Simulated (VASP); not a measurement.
Input of a VASP 6.6.1 run:

The input INCAR:

```
SYSTEM = Ga16As9P7
ALGO = Normal ; EDIFF = 1E-6
ENCUT = 500 ; GGA = PS
GGA_COMPAT = .False. ; ISIF = 2
ISMEAR = -1 ; ISYM = -1
KPAR = 1 ; LASPH = .True.
LCHARG = .False. ; LREAL = Auto
LWAVE = .False. ; NBANDS = 486
NELM = 120 ; PREC = Accurate
SIGMA = 0.05
```

The input KPOINTS:

```
explicit points
1
Reciprocal
  0.25000000   0.25000000   0.25000000 1
```

Contents of POSCAR:

```
Ga16As9P7
1.0
   11.7436555608     -0.0000000014      0.0000000000
   -0.0000019986     13.5828035648      0.0000000000
    0.0000000000      0.0000000000     12.9259884992
Ga P As
48 21 27
Direct
    0.9998960000      0.1669600000      0.0015350000
    0.0002340000      0.1720710000      0.5057370000
    0.3287650000      0.1635860000      0.0020580000
    0.3331480000      0.1663610000      0.4992860000
    0.1611830000      0.4183770000      0.0017690000
    0.1617590000      0.4137370000      0.4992440000
    0.0038800000      0.6695700000      0.9965880000
    0.9950250000      0.6631610000      0.4981240000
    0.6722340000      0.1676060000      0.9959800000
    0.6669180000      0.1731710000      0.4985980000
    0.5062370000      0.4138280000      0.9999110000
    0.5042690000      0.4193330000      0.4947470000
    0.3293570000      0.6626790000      0.0043100000
    0.3374080000      0.6625080000      0.5041340000
    0.1621970000      0.9187690000      0.9945620000
    0.1658760000      0.9162210000      0.5006950000
    0.8343040000      0.4121790000      0.0046310000
    0.8346120000      0.4158280000      0.4955210000
    0.6680180000      0.6710920000      0.0044650000
    0.6682800000      0.6609630000      0.4968630000
    0.5048950000      0.9128280000      0.9977140000
    0.5017520000      0.9151940000      0.5044480000
    0.8341020000      0.9180200000      0.9940950000
    0.8330990000      0.9185210000      0.5078000000
    0.1646270000      0.0887310000      0.2465170000
    0.1621800000      0.0863670000      0.7546120000
    0.9994350000      0.3340530000      0.2504770000
    0.9988620000      0.3299440000      0.7570040000
    0.4954880000      0.0844100000      0.2471960000
    0.4989650000      0.0778960000      0.7483860000
    0.3288580000      0.3315140000      0.2444680000
    0.3340950000      0.3337890000      0.7501960000
    0.1704270000      0.5790200000      0.2476920000
    0.1699770000      0.5854820000      0.7539750000
    0.9993180000      0.8334550000      0.2494430000
    0.9951450000      0.8352800000      0.7522540000
    0.8381540000      0.0861460000      0.2492700000
    0.8376840000      0.0839060000      0.7519450000
    0.6702910000      0.3356360000      0.2530400000
    0.6661460000      0.3339460000      0.7550530000
    0.4991040000      0.5885340000      0.2512450000
    0.4968390000      0.5872550000      0.7498470000
    0.3309360000      0.8289180000      0.2482640000
    0.3365810000      0.8305680000      0.7469890000
    0.8297220000      0.5809510000      0.2496980000
    0.8321800000      0.5816780000      0.7520280000
    0.6682790000      0.8310330000      0.2500880000
    0.6675730000      0.8373760000      0.7515070000
    0.0001480000      0.1702310000      0.1857000000
    0.0001820000      0.1679800000      0.6901680000
    0.3312860000      0.1667110000      0.1854700000
    0.1644280000      0.4151070000      0.1858990000
    0.3323960000      0.6649020000      0.1877570000
    0.3331320000      0.6663460000      0.6875540000
    0.8342660000      0.4160930000      0.1889800000
    0.6665780000      0.6668790000      0.1888700000
    0.5011030000      0.9143470000      0.6879870000
    0.8329090000      0.9195350000      0.6913080000
    0.1630300000      0.0843690000      0.9383480000
    0.9984420000      0.3328330000      0.4355900000
    0.9986070000      0.3317450000      0.9407500000
    0.1657420000      0.5828660000      0.9383910000
    0.9983980000      0.8341920000      0.9354220000
    0.8364550000      0.0840230000      0.9361240000
    0.6682820000      0.3360610000      0.4361370000
    0.6701040000      0.3324790000      0.9383870000
    0.5009150000      0.5837830000      0.4358540000
    0.8322050000      0.5797880000      0.4344320000
    0.6695100000      0.8334430000      0.9359200000
    0.3323280000      0.1656110000      0.6876570000
    0.1646020000      0.4164550000      0.6889030000
    0.0010000000      0.6647630000      0.1859860000
    0.9996070000      0.6668900000      0.6878470000
    0.6675020000      0.1680820000      0.1856700000
    0.6670080000      0.1662280000      0.6879810000
    0.5006860000      0.4185600000      0.1884330000
    0.5010330000      0.4189840000      0.6852080000
    0.1660350000      0.9187320000      0.1842690000
    0.1661170000      0.9178770000      0.6893380000
    0.8342500000      0.4144670000      0.6859040000
    0.6671910000      0.6685930000      0.6859300000
    0.4996110000      0.9141770000      0.1861280000
    0.8336380000      0.9179860000      0.1834230000
    0.1638030000      0.0846300000      0.4359010000
    0.5011920000      0.0830260000      0.4365810000
    0.5004330000      0.0822470000      0.9370500000
    0.3330110000      0.3338400000      0.4341780000
    0.3320180000      0.3333910000      0.9392350000
    0.1667730000      0.5816580000      0.4367100000
    0.9970100000      0.8326200000      0.4382620000
    0.8343770000      0.0857820000      0.4389250000
    0.5008160000      0.5836860000      0.9387750000
    0.3338640000      0.8307920000      0.4381580000
    0.3323690000      0.8308090000      0.9361060000
    0.8337180000      0.5818430000      0.9405200000
    0.6688900000      0.8311620000      0.4388530000
```

Potentials or basis: VASP PAW PBE potentials, release 64 (Ga_d, P, As).

Command:

```sh
$ cat potpaw_PBE.64/Ga_d/POTCAR potpaw_PBE.64/P/POTCAR potpaw_PBE.64/As/POTCAR > POTCAR
$ mpirun -np 4 vasp_std > vasp.out
```

(1) What does it give for the largest force?

(2) Predict the band gap on the k mesh.

(3) Predict the pressure.

Results:

(1) 0.027 eV/Å.

(2) 1.38 eV.

(3) 0.1 GPa.

Caveat: the PAW data sets were made with another functional, which shifts forces and pressure a little; a shifted mesh leaves out Γ, where band edges can lie.
